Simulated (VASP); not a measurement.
## Li7F8 (a cell with a defect): single point with PBE

System: Li7F8 (a cell with a defect).

```
Li F
1.0
     1.56230   -2.70598   -4.90407
     1.56230   -2.70598    4.90407
    -6.24918    0.00000    0.00000
Li F
7 8
Direct
  0.48076 0.87776 0.32259
  0.98696 0.36722 0.81874
  0.48202 0.86698 0.84048
  0.91203 0.72123 0.20339
  0.36121 0.27120 0.17188
  0.88689 0.77358 0.67677
  0.39170 0.26536 0.66578
  0.66157 0.66298 0.34479
  0.17880 0.10054 0.33664
  0.66018 0.65269 0.83798
  0.16332 0.16214 0.82564
  0.11541 0.56713 0.14763
  0.55899 0.08637 0.14932
  0.09638 0.61223 0.68333
  0.60145 0.08601 0.66950
```

```
Program                : VASP 6.6.1
Task                   : single point
Functional             : PBE
Potentials or basis    : VASP PAW PBE potentials, release 64 (Li_sv, F)
Cutoff                 : 520 eV
k mesh                 : 4 × 4 × 4
Occupations            : gaussian, width 0.05 eV
Spin                   : no spin polarisation
Dipole correction      : no
Charge                 : -1
Further INCAR settings : LREAL = Auto; ALGO = Normal; EDIFF = 1e-06; NBANDS = 52; NELECT = 78.0
```

```yaml
Largest_force: 0.341 eV/Å
```

Forces on the atoms (eV/Å):
```
Li  -0.050  0.024 -0.020
Li  -0.038  0.028 -0.021
Li  -0.002  0.006 -0.034
Li   0.263  0.005  0.217
Li   0.014 -0.022 -0.044
Li   0.032  0.003 -0.048
Li  -0.024 -0.002 -0.005
F    0.010  0.002 -0.001
F    0.015 -0.043  0.059
F   -0.067 -0.055 -0.061
F   -0.024 -0.002 -0.016
F   -0.023  0.008  0.049
F   -0.030  0.027 -0.021
F   -0.056 -0.001 -0.052
F   -0.020  0.021 -0.003
```

Levels at points of the mesh, in eV from the Fermi level:
```tsv
k point	band 37	band 38	band 39	band 40	band 41	band 42
(0.00, 0.00, 0.00)	-0.59	-0.56	-0.37	6.57	9.93	10.00
(0.50, 0.00, 0.00)	-0.73	-0.63	-0.56	8.04	8.36	10.03
(0.00, 0.50, 0.50)	-0.93	-0.61	-0.38	8.21	8.29	9.93
(0.00, 0.50, 0.00)	-0.85	-0.65	-0.46	8.10	8.38	9.79
(0.50, 0.00, 0.50)	-0.87	-0.62	-0.42	8.07	8.40	9.90
(0.50, 0.50, 0.00)	-0.81	-0.58	-0.38	8.14	8.42	10.02
(0.00, 0.00, 0.50)	-0.86	-0.58	-0.41	7.85	8.04	10.29
(0.50, 0.50, 0.50)	-0.84	-0.72	-0.48	8.82	8.99	9.15
```

It took 6.1 min on 1 thread of AMD EPYC 9R45 96-Core Processor (Zen 5) (shared host), peak memory 0.37 GiB.

Caveat: the cell carries a net charge on a neutralising background, which shifts energy and pressure; the cell is charged against a uniform background, so pressure and absolute levels hang on convention.
